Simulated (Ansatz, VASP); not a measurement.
V in VASP and in Ansatz

INCAR

```
SYSTEM = V
PREC = Accurate ; ENCUT = 520
EDIFF = 1E-7 ; ISMEAR = 0
SIGMA = 0.1 ; LREAL = .FALSE.
LASPH = .TRUE. ; NELM = 150
ALGO = Normal ; ISIF = 2
LWAVE = .FALSE. ; LCHARG = .TRUE.
ISPIN = 2 ; MAGMOM = 2
LORBIT = 11 ; LMAXMIX = 4
GGA = PS ; LELF = .TRUE.
LVHAR = .TRUE. ; NBANDS = 16
```

The input KPOINTS:

```
Automatic mesh
0
G
  8 8 8
  0 0 0
```

The input POSCAR:

```
V
1.0
   -1.5563420802      1.5563420802      1.5563420802
    1.5563420802     -1.5563420802      1.5563420802
    1.5563420802      1.5563420802     -1.5563420802
V
1
Direct
    0.0000000000      0.0000000000      0.0000000000
```

Input for Ansatz:

```yaml
crystal:
  lattice:
    - [-1.5563420802, 1.5563420802, 1.5563420802]
    - [1.5563420802, -1.5563420802, 1.5563420802]
    - [1.5563420802, 1.5563420802, -1.5563420802]
  atoms:
    - { symbol: V, position: [0.0, 0.0, 0.0], spin: 2.0 }
basis:
  ecutwfc: 420
kpoints:
  mp_grid: { grid: [8, 8, 8] }
hamiltonian:
  xc: pbesol
scf:
  occupations: { method: gaussian, width: 0.1 }
  lower_state_search: "off"
output:
  forces: true
  stress: true
  eigenvalues: true
  populations: true
magnetization:
  spin_polarized: true
```

Alike in both runs: task single point; functional PBEsol; k mesh 8 × 8 × 8; occupations gaussian, width 0.1 eV; collinear spin.

```csv
,VASP,Ansatz
version,VASP 6.6.1,Ansatz 0.2.0
potentials or method,"VASP PAW PBE potentials, release 64 (V_sv), cutoff 520 eV","scalar-relativistic, plane waves, PAW"
valence electrons in the cell,13,13
```

Ansatz gave:

* gap on the k mesh at the Fermi level (eV): none
* pressure (GPa): -23.0
* net moment per atom (μB): 0.00

Question: What did VASP give for the same quantities?

Answer: gap on the k mesh at the Fermi level (eV): none; pressure (GPa): -22.8; net moment per atom (μB): 0.00.

VASP's potentials were made for PBE, not for PBEsol. A gap of «none» marks a metal or a gap that the smearing closes. Ansatz's warnings: seeded moment not kept.
